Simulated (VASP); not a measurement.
# NiMoIrPdW (P-3m1) in VASP: settings compared, part 2 of 2

VASP 6.6.1. The steps go on from the part before.

### Step 4. Relaxation of cell and atoms, RPBE, collinear spin, ferromagnetic start

INCAR

```
SYSTEM = NiMoIrPdW
ALGO = Normal ; EDIFF = 1E-7
EDIFFG = -0.01 ; ENCUT = 600
GGA = RP ; IBRION = 2
ISIF = 3 ; ISMEAR = -1
ISPIN = 2 ; KPAR = 4
LASPH = .TRUE. ; LCHARG = .FALSE.
LMAXMIX = 4 ; LORBIT = 11
LREAL = .FALSE. ; LWAVE = .FALSE.
MAGMOM = 1 1 1 1 0 0 0.6 0.6 0 0 ; NELM = 120
NSW = 60 ; PREC = Accurate
SIGMA = 0.05
```

KPOINTS

```
k-points
0
G
  11 11 2
  0 0 0
```

POSCAR

```
NiMoIrPdW
1.0
    2.7708100000      0.0000000000      0.0000000000
   -1.3854000000      2.3995900000      0.0000000000
    0.0000000000      0.0000000000     22.0199100000
Ni Mo Pd Ir W
2 2 2 2 2
Direct
    0.3333300000      0.6666700000      0.8508100000
    0.6666700000      0.3333300000      0.1491900000
    0.6666700000      0.3333300000      0.7605900000
    0.3333300000      0.6666700000      0.2394100000
    0.3333300000      0.6666700000      0.0532900000
    0.6666700000      0.3333300000      0.9467100000
    0.3333300000      0.6666700000      0.6582600000
    0.6666700000      0.3333300000      0.3417400000
    0.3333300000      0.6666700000      0.4441800000
    0.6666700000      0.3333300000      0.5558200000
```

Command:

```
> cat potpaw_PBE.64/Ni/POTCAR potpaw_PBE.64/Mo_sv/POTCAR potpaw_PBE.64/Pd/POTCAR potpaw_PBE.64/Ir/POTCAR potpaw_PBE.64/W_sv/POTCAR > POTCAR
> mpirun -np 4 vasp_std > vasp.out
```

Wall time 2.4 h (4 MPI ranks of Intel Xeon Platinum 8488C (Sapphire Rapids), shared host); peak memory 1.5 GiB.

The run converged. Its results:

- Free energy: -81.1857 eV
- Relaxed volume: 14.92 Å³/atom
- Relaxed cell: a = 2.789 Å, b = 2.789 Å, c = 22.139 Å, α = 90.00°, β = 90.00°, γ = 120.00°
- Space group after relaxing (to 0.1 Å): P-3m1 (No. 164)
- Energy gained by relaxing: 4.0 meV/atom
- Ionic steps: 18
- Pressure after relaxing: 0.1 GPa
- Largest force after relaxing: 0.008 eV/Å
- Band gap on the k mesh: zero (filled and empty bands overlap)
- Net moment: 0.00 μB per cell
- Valence electrons inside the program's atomic spheres: Ni 9.17; Mo 12.46; Pd 9.38; Ir 8.37; W 12.02

Forces in eV/Å, atoms in the order of the input:
```
Ni   0.000  0.000  0.001
Ni   0.000  0.000 -0.001
Mo   0.000  0.000  0.002
Mo   0.000  0.000 -0.002
Pd   0.000  0.000  0.002
Pd   0.000  0.000 -0.002
Ir   0.000  0.000  0.008
Ir   0.000  0.000 -0.008
W    0.000  0.000  0.004
W    0.000  0.000 -0.004
```

Step by step:
```csv
step,energy change (eV),largest force (eV/Å),pressure (GPa),volume (Å³)
1,0.0000,0.1294,4.44,146.41
2,0.1368,0.1925,-8.76,155.17
3,-0.0365,0.1264,-0.10,149.10
4,-0.0365,0.1266,-0.03,149.04
5,-0.0381,0.0431,0.02,149.04
6,-0.0381,0.0362,0.05,149.04
7,-0.0384,0.0358,-0.06,149.13
8,-0.0388,0.0345,-0.35,149.36
9,-0.0390,0.0323,-0.32,149.34
10,-0.0393,0.0312,-0.18,149.26
11,-0.0395,0.0396,0.08,149.11
12,-0.0395,0.0385,0.07,149.13
13,-0.0395,0.0360,0.06,149.14
14,-0.0397,0.0284,0.02,149.17
15,-0.0397,0.0242,-0.03,149.24
16,-0.0397,0.0177,-0.03,149.22
17,-0.0398,0.0122,-0.02,149.20
18,-0.0398,0.0080,0.09,149.16
```

Final structure:
```
CELL_PARAMETERS angstrom
2.78922 -0.00001 0.00000
-1.39461 2.41553 0.00000
0.00001 -0.00001 22.13936
ATOMIC_POSITIONS crystal
Ni 0.33333 0.66667 0.85012
Ni 0.66667 0.33333 0.14988
Mo 0.66667 0.33333 0.75946
Mo 0.33333 0.66667 0.24054
Pd 0.33333 0.66667 0.05354
Pd 0.66667 0.33333 0.94646
Ir 0.33334 0.66667 0.65758
Ir 0.66666 0.33333 0.34242
W 0.33333 0.66667 0.44420
W 0.66667 0.33333 0.55580
```

Levels at points of the mesh, in eV from the Fermi level:
Spin up:
```csv
k point,band 54,band 55,band 56,band 57,band 58,band 59,band 60,band 61
"(0.00, 0.00, 0.00)",-0.84,-0.84,-0.53,-0.52,-0.52,-0.19,-0.19,-0.13
"(0.00, 0.00, 0.50)",-0.95,-0.88,-0.88,-0.47,-0.47,-0.25,-0.25,-0.10
```
Spin down:
```csv
k point,band 55,band 56,band 57,band 58,band 59,band 60
"(0.00, 0.00, 0.00)",-0.84,-0.53,-0.52,-0.52,-0.19,-0.19
"(0.00, 0.00, 0.50)",-0.88,-0.88,-0.47,-0.47,-0.25,-0.25
```

Caveat: the PAW data sets were made with another functional, which shifts forces and pressure a little; spin-orbit coupling is left out, which moves the levels of the heavy elements.

### Step 5. Relaxation of cell and atoms, revPBE, collinear spin, ferromagnetic start

Changes to INCAR since step 4:

```diff
@@ -3,3 +3,3 @@
 EDIFFG = -0.01 ; ENCUT = 600
-GGA = RP ; IBRION = 2
+GGA = RE ; IBRION = 2
 ISIF = 3 ; ISMEAR = -1
```

KPOINTS is that of step 4.

POSCAR is that of step 4.

Command:

```
> cat potpaw_PBE.64/Ni/POTCAR potpaw_PBE.64/Mo_sv/POTCAR potpaw_PBE.64/Pd/POTCAR potpaw_PBE.64/Ir/POTCAR potpaw_PBE.64/W_sv/POTCAR > POTCAR
> mpirun -np 4 vasp_std > vasp.out
```

Run time: 1.8 h. Hardware: 4 MPI ranks of Intel Xeon Platinum 8488C (Sapphire Rapids), shared host; peak memory 1.5 GiB.

Results (log left out):

```
Free energy                                           : -82.3628 eV
Relaxed volume                                        : 14.84 Å³/atom
Relaxed cell                                          : a = 2.786 Å, b = 2.786 Å, c = 22.090 Å, α = 90.00°, β = 90.00°, γ = 120.00°
Space group after relaxing (to 0.1 Å)                 : P-3m1 (No. 164)
Energy gained by relaxing                             : 2.2 meV/atom
Ionic steps                                           : 17
Pressure after relaxing                               : 0.0 GPa
Largest force after relaxing                          : 0.007 eV/Å
Band gap on the k mesh                                : zero (filled and empty bands overlap)
Net moment                                            : 0.00 μB per cell
Valence electrons inside the program's atomic spheres : Ni 9.18; Mo 12.47; Pd 9.39; Ir 8.38; W 12.03
```

Forces on the atoms (eV/Å):
```
Ni   0.000  0.000 -0.001
Ni   0.000  0.000  0.001
Mo   0.000  0.000 -0.007
Mo   0.000  0.000  0.007
Pd   0.000  0.000  0.006
Pd   0.000  0.000 -0.006
Ir   0.000  0.000  0.003
Ir   0.000  0.000 -0.003
W    0.000  0.000 -0.007
W    0.000  0.000  0.007
```

Step by step:
| step | energy change (eV) | largest force (eV/Å) | pressure (GPa) | volume (Å³) |
| --- | --- | --- | --- | --- |
| 1 | 0.0000 | 0.1164 | 3.30 | 146.41 |
| 2 | 0.0790 | 0.1435 | -6.85 | 152.89 |
| 3 | -0.0203 | 0.1066 | -0.11 | 148.39 |
| 4 | -0.0203 | 0.1069 | -0.05 | 148.35 |
| 5 | -0.0215 | 0.0279 | 0.04 | 148.33 |
| 6 | -0.0215 | 0.0257 | 0.05 | 148.33 |
| 7 | -0.0216 | 0.0228 | -0.07 | 148.42 |
| 8 | -0.0217 | 0.0259 | -0.22 | 148.52 |
| 9 | -0.0217 | 0.0253 | -0.22 | 148.51 |
| 10 | -0.0219 | 0.0233 | -0.17 | 148.49 |
| 11 | -0.0220 | 0.0218 | -0.03 | 148.43 |
| 12 | -0.0221 | 0.0257 | 0.01 | 148.41 |
| 13 | -0.0221 | 0.0235 | 0.02 | 148.41 |
| 14 | -0.0222 | 0.0168 | 0.04 | 148.41 |
| 15 | -0.0222 | 0.0198 | 0.06 | 148.41 |
| 16 | -0.0222 | 0.0108 | 0.03 | 148.41 |
| 17 | -0.0222 | 0.0070 | 0.00 | 148.44 |

Final structure:
```
CELL_PARAMETERS angstrom
2.78556 -0.00001 0.00000
-1.39278 2.41236 0.00000
0.00000 0.00000 22.09014
ATOMIC_POSITIONS crystal
Ni 0.33333 0.66667 0.85048
Ni 0.66667 0.33333 0.14952
Mo 0.66667 0.33333 0.75986
Mo 0.33333 0.66667 0.24014
Pd 0.33333 0.66667 0.05340
Pd 0.66667 0.33333 0.94660
Ir 0.33333 0.66666 0.65784
Ir 0.66667 0.33334 0.34216
W 0.33333 0.66667 0.44414
W 0.66667 0.33333 0.55586
```

Levels at points of the mesh, in eV from the Fermi level:
Spin up:
```tsv
k point	band 53	band 54	band 55	band 56	band 57	band 58	band 59	band 60	band 61	band 62
(0.00, 0.00, 0.00)	-1.33	-0.85	-0.85	-0.53	-0.52	-0.52	-0.19	-0.19	-0.13	-0.13
(0.00, 0.00, 0.50)	-1.21	-0.95	-0.89	-0.89	-0.48	-0.48	-0.25	-0.25	-0.10	-0.10
```
Spin down:
| k point | band 55 | band 56 | band 57 | band 58 | band 59 | band 60 |
| --- | --- | --- | --- | --- | --- | --- |
| (0.00, 0.00, 0.00) | -0.85 | -0.53 | -0.52 | -0.52 | -0.19 | -0.19 |
| (0.00, 0.00, 0.50) | -0.89 | -0.89 | -0.48 | -0.48 | -0.25 | -0.25 |

Caveat: the PAW data sets were made with another functional, which shifts forces and pressure a little; spin-orbit coupling is left out, which moves the levels of the heavy elements.

### Step 6. Overview

| level | gap on the mesh (eV) | pressure (GPa) | moment (μB) | relaxed volume (Å³/atom) | largest force (eV/Å) |
| --- | --- | --- | --- | --- | --- |
| optB88-vdW | none | 0.1 | 0.00 | 14.66 | - |
| vdW-DF-cx | none | 0.0 | 0.00 | 14.22 | - |
| RPBE | none | 0.1 | 0.00 | 14.92 | 0.01 |
| revPBE | none | 0.0 | 0.00 | 14.84 | 0.01 |

Alike in all rows: task relaxation of cell and atoms; potentials or basis VASP PAW PBE potentials, release 64 (Ni, Mo_sv, Pd, Ir, W_sv); spin collinear, ferromagnetic start; cell relaxed; k mesh 11 × 11 × 2; cutoff (eV) 600; smearing fermi-dirac 0.05 eV.

Caveats: the PAW data sets were made with another functional, which shifts forces and pressure a little; spin-orbit coupling is left out, which moves the levels of the heavy elements.

Absolute energies hang on the potentials; compare differences alone.
